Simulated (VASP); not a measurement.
TiO2, 6 atoms in the cell. The structure is tetragonal, space group P4_2/mnm (No. 136). The conventional cell has a = 4.644 Å, b = 4.644 Å, c = 2.967 Å, α = 90.00°, β = 90.00°, γ = 90.00°. Ti (site symmetry mmm) has 6 O at 1.96 to 2.00 Å within 2.6 Å. O (site symmetry m2m) has 3 Ti at 1.96 to 2.00 Å and 1 O at 2.56 Å within 2.6 Å. 

* Program: VASP 6.6.1
* Task: single point
* Functional: PBE
* Potentials or basis: VASP PAW PBE potentials, release 64 (Ti_sv, O)
* Cutoff: 520 eV
* k mesh: 6 × 6 × 9
* Occupations: fermi-dirac, width 0.05 eV
* Spin: no spin polarisation
* Dipole correction: no
* Further INCAR settings: ALGO = Normal; EDIFF = 1e-06; NBANDS = 33

Potentials or basis: VASP PAW PBE potentials, release 64 (Ti_sv, O).

The run is started by

```sh
$ cat potpaw_PBE.64/Ti_sv/POTCAR potpaw_PBE.64/O/POTCAR > POTCAR
$ mpirun -np 1 vasp_std > vasp.out
```

Hardware: 1 thread of Intel(R) Xeon(R) Platinum 8259CL CPU @ 2.50GHz (Skylake/Cascade Lake), on a shared host.

Estimate the wall time of this run.

Run time: 2.6 min on 1 thread of Intel(R) Xeon(R) Platinum 8259CL CPU @ 2.50GHz (Skylake/Cascade Lake), with other jobs on the host, peak memory 0.22 GiB. Counts: scf iterations 17, k points 50.
